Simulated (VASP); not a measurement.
Set up this calculation in VASP 6.6.1, as the native input.

```yaml
Task: single point
Functional: r2SCAN
Potentials_or_basis: VASP PAW PBE potentials, release 64 (V_sv)
Cutoff: 520 eV
k_mesh: 18 × 18 × 18
Occupations: gaussian, width 0.05 eV
Spin: collinear spin, ferromagnetic start
Starting_moments: "[1.0] μB"
Dipole_correction: no
Further_INCAR_settings: ALGO = Normal; EDIFF = 1e-06; NBANDS = 16
```

Crystal: V.

```
CELL_PARAMETERS angstrom
0.00000 1.91144 1.91144
1.91144 0.00000 1.91144
1.91144 1.91144 0.00000
ATOMIC_POSITIONS crystal
V 0.00000 0.00000 0.00000
```

This isn't the form of V at room conditions, which is bcc.

One way to write it, as run:

POSCAR

```
V
1.0
    0.0000000000      1.9114380590      1.9114380590
    1.9114380590      0.0000000000      1.9114380590
    1.9114380590      1.9114380590      0.0000000000
V
1
Direct
    0.0000000000      0.0000000000      0.0000000000
```

INCAR.step1

```
PREC = Accurate ; ENCUT = 520
ISMEAR = 0 ; SIGMA = 0.05
LREAL = F ; LASPH = T
NELM = 150 ; ISPIN = 2
MAGMOM = 1 ; LMAXMIX = 4
NBANDS = 16 ; GGA = PE
ALGO = Normal ; EDIFF = 1E-4
LWAVE = T ; LCHARG = F
```

INCAR.step2

```
PREC = Accurate ; ENCUT = 520
EDIFF = 1E-6 ; ISMEAR = 0
SIGMA = 0.05 ; LREAL = F
LASPH = T ; NELM = 150
ALGO = Normal ; ISIF = 2
LWAVE = F ; LCHARG = F
ISPIN = 2 ; MAGMOM = 1
LORBIT = 11 ; LMAXMIX = 4
METAGGA = R2SCAN ; LMIXTAU = T
NBANDS = 16 ; ISTART = 1
```

KPOINTS

```
regular mesh
0
Gamma
  18 18 18
```

Potentials or basis: VASP PAW PBE potentials, release 64 (V_sv).

The run is started by

```sh
$ cat potpaw_PBE.64/V_sv/POTCAR > POTCAR
$ cp INCAR.step1 INCAR
$ mpirun -np 1 vasp_std > vasp.out
$ cp INCAR.step2 INCAR
$ mpirun -np 1 vasp_std > vasp.out
```

It gave:

| Quantity | Value |
| --- | --- |
| Pressure | -2.6 GPa |
| Net moment | 0.00 μB per cell |
| Valence electrons inside the program's atomic spheres | V 11.55 |

Caveat: the moments typed at the start vanished in this run; the PAW data sets were made with another functional, which shifts forces and pressure a little.

It took 4.9 min on 1 thread of Intel Xeon 8259CL, with other jobs on the host, peak memory 0.18 GiB.
